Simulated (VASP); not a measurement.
Wanted: the native input for a VASP 6.6.1 run.

```yaml
Task: single point
Functional: PBE
Potentials_or_basis: VASP PAW PBE potentials, release 64 (Ca_sv, O)
Cutoff: 520 eV
k_mesh: 8 × 8 × 8
Occupations: gaussian, width 0.05 eV
Spin: no spin polarisation
Dipole_correction: no
Further_INCAR_settings: ALGO = Normal; EDIFF = 1e-07; NBANDS = 15
```

The structure of CaO lies in POSCAR:

```
CaO
1.0
    0.0000000000      2.4490000000      2.4490000000
    2.4490000000      0.0000000000      2.4490000000
    2.4490000000      2.4490000000      0.0000000000
Ca O
1 1
Direct
    0.1020824826     -0.1020824826     -0.1020824826
    0.5000000000      0.5000000000      0.5000000000
```

This cell differs from its parent crystal: all Ca atoms moved -0.500 Å, as atom 1 along Cartesian [1 0 0].

One way to write it, as run:

INCAR

```
SYSTEM = CaO
ALGO = Normal
EDIFF = 1E-7
ENCUT = 520
GGA = PE
ISIF = 2
ISMEAR = 0
LASPH = .True.
LCHARG = .True.
LELF = .True.
LREAL = .False.
LVHAR = .True.
LWAVE = .False.
NBANDS = 15
NELM = 100
PREC = Accurate
SIGMA = 0.05
```

KPOINTS

```
k-points
0
Gamma
  8 8 8
  0 0 0
```

Potentials or basis: VASP PAW PBE potentials, release 64 (Ca_sv, O).

Run with:

```sh
$ cat potpaw_PBE.64/Ca_sv/POTCAR potpaw_PBE.64/O/POTCAR > POTCAR
$ mpirun -np 1 vasp_std > vasp.out
```

Results of the run:

```yaml
Pressure: 8.4 GPa
Largest_force: 3.489 eV/Å
Band_gap_on_the_k_mesh: 4.09 eV, indirect (least direct gap 4.27 eV)
```

Caveat: the cell differs from its parent crystal (all Ca atoms moved -0.500 Å, as atom 1 along Cartesian [1 0 0]); forces of over 1 eV/Å act on the atoms, so gaps and moduli don't describe the material at rest.

It took 14 s on 1 thread of AMD EPYC 9R45 96-Core Processor (Zen 5), on a shared host, peak memory 0.14 GiB.
